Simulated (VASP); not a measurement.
Write the native input for VASP 6.6.1 that does the following.

```yaml
Task: single point
Functional: PBE
Potentials_or_basis: VASP PAW PBE potentials, release 64 (Li_sv, Sb)
Cutoff: 520 eV
k_mesh: 4 × 4 × 4
Occupations: gaussian, width 0.1 eV
Spin: no spin polarisation
Dipole_correction: no
Further_INCAR_settings: ALGO = Normal; EDIFF = 1e-07; NBANDS = 23
```

The structure of Li7Sb lies in POSCAR:

```
Li7Sb
1.0
    3.0234206300     -4.4138414100      0.0000000000
    3.0234206300      4.4138414100      0.0000000000
   -2.9984993100      0.0000000000      4.5993762100
Li Sb
7 1
Direct
    0.0000000000      0.5000000000      0.0000000000
    0.5000000000      0.0000000000      0.0000000000
    0.5525364000      0.9298193800      0.3307163400
    0.0701806200      0.4474636000      0.6692836600
    0.4474636000      0.0701806200      0.6692836600
    0.9298193800      0.5525364000      0.3307163400
    0.5000000000      0.5000000000      0.5000000000
    0.0000000000      0.0000000000      0.0000000000
```

The input as run:

INCAR

```
SYSTEM = Li7Sb
ALGO = Normal
EDIFF = 1E-7
ENCUT = 520
GGA = PE
ISIF = 2
ISMEAR = 0
LASPH = .True.
LCHARG = .False.
LREAL = .False.
LWAVE = .False.
NBANDS = 23
NELM = 100
PREC = Accurate
SIGMA = 0.1
```

KPOINTS

```
k-points
0
Gamma
  4 4 4
  0 0 0
```

Potentials or basis: VASP PAW PBE potentials, release 64 (Li_sv, Sb).

Command:

```sh
$ cat potpaw_PBE.64/Li_sv/POTCAR potpaw_PBE.64/Sb/POTCAR > POTCAR
$ mpirun -np 1 vasp_std > vasp.out
```

Results of the run:

```yaml
Largest_force: 1.262 eV/Å
Band_gap_on_the_k_mesh: zero (band 13 reaches 4.08 eV, above the bottom of band 14 at 3.72 eV)
```

Caveat: spin-orbit coupling is left out, which moves the levels of the heavy elements; forces of over 1 eV/Å act on the atoms, so gaps and moduli don't describe the material at rest.

It took 76 s on 1 thread of Intel(R) Xeon(R) Platinum 8488C (Sapphire Rapids) (shared host), peak memory 0.27 GiB.
